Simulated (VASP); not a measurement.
# B2P3 (I4/mmm) in VASP: notebook

B2P3 is run at these levels: PBE; tasks: single point.

Program: VASP 6.6.1. These are calculated values, not measurements. Logs are shortened: lines on timing, memory, paths and dates and some standing lists are left out, and cuts for length are marked.

## Step 1: The cell of the first run

The structure is tetragonal, space group I4/mmm (No. 139). Conventional cell: a = 3.973 Å, b = 3.973 Å, c = 7.314 Å, α = 90.00°, β = 90.00°, γ = 90.00°. Within 2.9 Å of B (site symmetry -4m2) lie 8 P at 2.10 to 2.70 Å and 4 B at 2.81 Å. Within 2.8 Å of P (site symmetry 4mm) lie 4 B at 2.10 Å and 2 P at 2.28 to 2.52 Å. P (site symmetry 4/mmm) has 10 P at 2.52 to 3.03 Å and 8 B at 2.70 Å within 3.3 Å.

The cell was built from a structure type or drawn by symmetry, and may not be a known phase.

## Step 2: Single point, PBE

INCAR reads:

```
PREC = Accurate ; ENCUT = 500
EDIFF = 1E-6 ; ISMEAR = 0
SIGMA = 0.2 ; LREAL = False
LASPH = True ; NELM = 120
ALGO = Normal ; ISIF = 2
LWAVE = False ; LCHARG = True
GGA = PE ; LELF = True
LVHAR = True ; NBANDS = 18
GGA_COMPAT = False
```

KPOINTS reads:

```
regular mesh
0
Gamma
  5 5 5
```

POSCAR reads:

```
B2P3
1.0
   -1.9866585656      1.9866585656      3.6570465772
    1.9866585656     -1.9866585656      3.6570465772
    1.9866585656      1.9866585656     -3.6570465772
B P
2 3
Direct
    0.7500000000      0.2500000000      0.5000000000
    0.2500000000      0.7500000000      0.5000000000
    0.6560166791      0.6560166791      0.0000000000
    0.3439833209      0.3439833209      0.0000000000
    0.0000000000      0.0000000000      0.0000000000
```

Potentials or basis: VASP PAW PBE potentials, release 64 (B, P).

On the command line:

```sh
> cat potpaw_PBE.64/B/POTCAR potpaw_PBE.64/P/POTCAR > POTCAR
> mpirun -np 1 vasp_std > vasp.out
```

OUTCAR:

```text
PREC = Accurate
   ENCUT = 500
   EDIFF = 1E-6
   ISMEAR = 0
   LREAL = False
   LASPH = True
   NELM = 120
   ISIF = 2
   GGA = PE

 ion  position               nearest neighbor table
   1  0.750  0.250  0.500-   4 2.10   3 2.10   4 2.10   3 2.10
   2  0.250  0.750  0.500-   4 2.10   3 2.10   4 2.10   3 2.10
   3  0.656  0.656  0.000-   2 2.10   1 2.10   1 2.10   2 2.10   4 2.28   5 2.52
   4  0.344  0.344  0.000-   1 2.10   2 2.10   2 2.10   1 2.10   3 2.28   5 2.52
   5  0.000  0.000  0.000-   3 2.52   4 2.52

  LATTYP: Found a body centered tetragonal cell.
 ALAT       =     3.9733171312
 C/A-ratio  =     1.8408027633

  Lattice vectors:

 A1 = (  -1.9866585656,   1.9866585656,   3.6570465772)
 A2 = (   1.9866585656,  -1.9866585656,   3.6570465772)
 A3 = (   1.9866585656,   1.9866585656,  -3.6570465772)

Analysis of symmetry for initial positions (statically):
=====================================================================
 Subroutine PRICEL returns:
 Original cell was already a primitive cell.

 Routine SETGRP: Setting up the symmetry group for a
 body centered tetragonal supercell.

 Subroutine GETGRP returns: Found 16 space group operations
 (whereof 16 operations were pure point group operations)
 out of a pool of 16 trial point group operations.

The static configuration has the point symmetry D_4h.

Analysis of symmetry for dynamics (positions and initial velocities):
=====================================================================
 Subroutine PRICEL returns:
 Original cell was already a primitive cell.

 Routine SETGRP: Setting up the symmetry group for a
 body centered tetragonal supercell.

 Subroutine GETGRP returns: Found 16 space group operations
 (whereof 16 operations were pure point group operations)
 out of a pool of 16 trial point group operations.

The dynamic configuration has the point symmetry D_4h.

 Subroutine INISYM returns: Found 16 space group operations
 (whereof 16 operations are pure point group operations),
 and found     1 'primitive' translations

----------------------------------------------------------------------------------------

                                     Primitive cell

  volume of cell :      57.7347

  direct lattice vectors                    reciprocal lattice vectors
    -1.986658566  1.986658566  3.657046577     0.000000000  0.251678879  0.136722349
     1.986658566 -1.986658566  3.657046577     0.251678879  0.000000000  0.136722349
[... 88 lines left out ...]
   IBRION =     -1    ionic relax: 0-MD 1-quasi-New 2-CG
   NFREE  =      0    steps in history (QN), initial steepest desc. (CG)
   ISIF   =      2    stress and relaxation
   ISYM   =      2    0-nonsym 1-usesym 2-fastsym
   POTIM  = 0.5000    time-step for ionic-motion
   TEBEG  =    0.0;   TEEND  =   0.0 temperature during run
   PSTRESS=    0.0 pullay stress
   NELECT =      21.0000    total number of electrons
   NUPDOWN=      -1.0000    fix difference up-down
   EMIN   =  10.00;   EMAX   =-10.00  energy-range for DOS
   EFERMI =   0.00;   METHOD = LEGACY
   ISMEAR =     0;   SIGMA  =   0.20  broadening in eV -4-tet -1-fermi 0-gaus
   EFERMI_NEDOS =   21; number of points for ismear=-14 and -15
   IALGO  =     38    algorithm
   IMIX   =      4    mixing-type and parameters
     AMIX     =   0.40;   BMIX     =  1.00
     AMIX_MAG =   1.60;   BMIX_MAG =  1.00
  volume/ion in A,a.u.               =      11.55        77.92
  Fermi-wavevector in a.u.,A,eV,Ry     =   1.168608  2.208349 18.580731  1.365645
  Thomas-Fermi vector in A             =   2.305093
   LORBIT       =      0    0 simple, 1 ext, 2 COOP (PROOUT), +10 PAW based schemes
   GGA     = PE    functional components
   LHFCALC =     F    Hartree Fock is set to
   AEXX    =    0.0000 exact exchange contribution
   IVDW    =     0    specifies the selected vdW correction
   LEPSILON=     F    determine dielectric tensor
   LRPA    =     F    only Hartree local field effects (RPA)
 non-spin polarized calculation
 Gauss-broadening in eV      SIGMA  =   0.20
  energy-cutoff  :      500.00
  volume of cell :       57.73
 maximum number of plane-waves:      1487
 NGX is ok and might be reduce to    36
   NGX = 17   NGY = 17   NGZ = 17

 number of electron      21.0000001 magnetization

 Free energy of the ion-electron system (eV)
  ---------------------------------------------------
  ext. energy  EPLUGINS =         0.00000000
  ---------------------------------------------------
  free energy    TOTEN  =       -25.40334943 eV

  energy without entropy =      -25.35890524  energy(sigma->0) =      -25.38112734

 E-fermi :   9.0874     XC(G=0): -11.5530

 val. band max:        9.0743452129   @ k =  -0.4000   0.2000   0.0000
 cond. band min:       9.1771984802   @ k =  -0.4000   0.4000   0.4000
 fundamental gap:      0.1028532673
 Fermi energy:         9.0873696731

 k-point     1 :       0.0000    0.0000    0.0000
  band No.  band energies     occupation
      1      -7.5192      2.00000
      2       0.6362      2.00000
      3       1.1953      2.00000
      4       2.3351      2.00000
      5       2.3351      2.00000
      6       2.8453      2.00000
[... 355 lines left out ...]
      5       1.2381      2.00000
      6       3.8394      2.00000
[... 10 lines left out ...]
     17      13.7072      0.00000
     18      14.5488      0.00000

------------------------ aborting loop because EDIFF is reached ----------------------------------------

  FORCE on cell =-STRESS in cart. coord.  units (eV):
  Direction    XX          YY          ZZ          XY          YZ          ZX
  --------------------------------------------------------------------------------------
  -------------------------------------------------------------------------------------
  Total       -0.0791403     -0.0791403     -0.1407844      0.0000000      0.0000000     -0.0000000
  in kB       -2.1961965     -2.1961965     -3.9068642      0.0000000      0.0000000     -0.0000000
  external PRESSURE =      -2.7664190 kB  Pullay stress =       0.0000000 kB

 VOLUME and BASIS-vectors are now :
 -----------------------------------------------------------------------------
  energy-cutoff  :      500.00
  volume of cell :       57.73
      direct lattice vectors                 reciprocal lattice vectors
    -1.986658566  1.986658566  3.657046577     0.000000000  0.251678879  0.136722349
     1.986658566 -1.986658566  3.657046577     0.251678879  0.000000000  0.136722349
     1.986658566  1.986658566 -3.657046577     0.251678879  0.251678879  0.000000000

 POSITION                                       TOTAL-FORCE (eV/Angst)
 -----------------------------------------------------------------------------------
      0.00000      1.98666      1.82852         0.000000      0.000000      0.000000
      1.98666      0.00000      1.82852         0.000000      0.000000      0.000000
      0.00000      0.00000      4.79817        -0.000000     -0.000000      0.008349
      0.00000      0.00000      2.51593         0.000000      0.000000     -0.008349
      0.00000      0.00000      0.00000         0.000000      0.000000      0.000000
 -----------------------------------------------------------------------------------
    total drift:                               -0.000000      0.000000      0.000000

  FREE ENERGIE OF THE ION-ELECTRON SYSTEM (eV)
  ---------------------------------------------------
  free  energy   TOTEN  =       -25.4033494296 eV

  energy  without entropy=      -25.3589052424  energy(sigma->0) =      -25.38112734
```

Run time: 32 s. Hardware: 1 thread of Intel Xeon 8259CL, shared host; peak memory 0.19 GiB.

Results:

| Property | Result |
| --- | --- |
| Free energy | -25.4033 eV |
| Pressure | -0.3 GPa |
| Largest force | 0.008 eV/Å |
| Band gap on the k mesh | zero (an odd number of electrons rules out a gap without spin polarisation) |

Forces in eV/Å, atoms in the order of the input:
```
B    0.000  0.000  0.000
B    0.000  0.000  0.000
P    0.000  0.000  0.008
P    0.000  0.000 -0.008
P    0.000  0.000  0.000
```

## Step 3: Single point, PBE

This run uses another cell than the first one, of 16.98 Å³/atom.

INCAR reads:

```
SYSTEM = B2P3
PREC = Accurate
ENCUT = 500
EDIFF = 1E-6
ISMEAR = 0
SIGMA = 0.2
LREAL = .False.
LASPH = .True.
NELM = 120
ALGO = Normal
ISIF = 2
LWAVE = .False.
LCHARG = .False.
GGA = PE
NBANDS = 18
GGA_COMPAT = .False.
```

KPOINTS reads:

```
regular mesh
0
Gamma
  5 5 5
  0 0 0
```

POSCAR reads:

```
B2P3
1.0
   -2.4482589543      2.4482589543      3.5417208342
    2.4482589543     -2.4482589543      3.5417208342
    2.4482589543      2.4482589543     -3.5417208342
B P
2 3
Direct
    0.7500000000      0.2500000000      0.5000000000
    0.2500000000      0.7500000000      0.5000000000
    0.5000000000      0.5000000000      0.0000000000
    0.5000000000      0.0000000000      0.5000000000
    0.0000000000      0.5000000000      0.5000000000
```

Potentials or basis: VASP PAW PBE potentials, release 64 (B, P).

On the command line:

```sh
> cat potpaw_PBE.64/B/POTCAR potpaw_PBE.64/P/POTCAR > POTCAR
> mpirun -np 1 vasp_std > vasp.out
```

OUTCAR:

```text
SYSTEM = B2P3
   PREC = Accurate
   ENCUT = 500
   EDIFF = 1E-6
   ISMEAR = 0
   LREAL = .False.
   LASPH = .True.
   NELM = 120
   ISIF = 2
   GGA = PE

 ion  position               nearest neighbor table
   1  0.750  0.250  0.500-   4 1.77   5 1.77
   2  0.250  0.750  0.500-   4 1.77   5 1.77
   3  0.500  0.500  0.000-   4 2.45   5 2.45   4 2.45   5 2.45
   4  0.500  0.000  0.500-   1 1.77   2 1.77   3 2.45   3 2.45
   5  0.000  0.500  0.500-   1 1.77   2 1.77   3 2.45   3 2.45

[... 572 lines left out ...]
  --------------------------------------------------------------------------------------
  -------------------------------------------------------------------------------------
  Total        0.0598997      0.0598997     -0.0613174      0.0000000      0.0000000      0.0000000
  in kB        1.1301760      1.1301760     -1.1569246      0.0000000      0.0000000      0.0000000
  external PRESSURE =       0.3678091 kB  Pullay stress =       0.0000000 kB

 VOLUME and BASIS-vectors are now :
 -----------------------------------------------------------------------------
  energy-cutoff  :      500.00
  volume of cell :       84.92
      direct lattice vectors                 reciprocal lattice vectors
    -2.448258954  2.448258954  3.541720834     0.000000000  0.204226763  0.141174311
     2.448258954 -2.448258954  3.541720834     0.204226763  0.000000000  0.141174311
     2.448258954  2.448258954 -3.541720834     0.204226763  0.204226763  0.000000000

 POSITION                                       TOTAL-FORCE (eV/Angst)
 -----------------------------------------------------------------------------------
      0.00000      2.44826      1.77086        -0.000000      0.000000     -0.000000
      2.44826      0.00000      1.77086        -0.000000     -0.000000     -0.000000
      0.00000      0.00000      3.54172         0.000000     -0.000000      0.000000
      0.00000      2.44826      0.00000         0.000000     -0.000000      0.000000
      2.44826      0.00000      0.00000         0.000000     -0.000000      0.000000
 -----------------------------------------------------------------------------------
    total drift:                                0.000000      0.000000      0.000000

  FREE ENERGIE OF THE ION-ELECTRON SYSTEM (eV)
  ---------------------------------------------------
  free  energy   TOTEN  =       -23.6936812349 eV

  energy  without entropy=      -23.6381052198  energy(sigma->0) =      -23.66589323
```

Run time: 36 s. Hardware: 1 thread of Intel Xeon 8259CL, shared host; peak memory 0.2 GiB.

Results:

| Property | Result |
| --- | --- |
| Free energy | -23.6937 eV |
| Pressure | 0.0 GPa |
| Band gap on the k mesh | zero (an odd number of electrons rules out a gap without spin polarisation) |

Stress tensor (GPa, compression positive):
```
 0.11  0.00  0.00
 0.00  0.11  0.00
 0.00  0.00 -0.12
```

Levels at points of the mesh, in eV from the Fermi level:
| k point | band 8 | band 9 | band 10 | band 11 | band 12 | band 13 |
| --- | --- | --- | --- | --- | --- | --- |
| (0.00, 0.00, 0.00) | -2.10 | -2.10 | -1.59 | -1.59 | -0.53 | -0.37 |
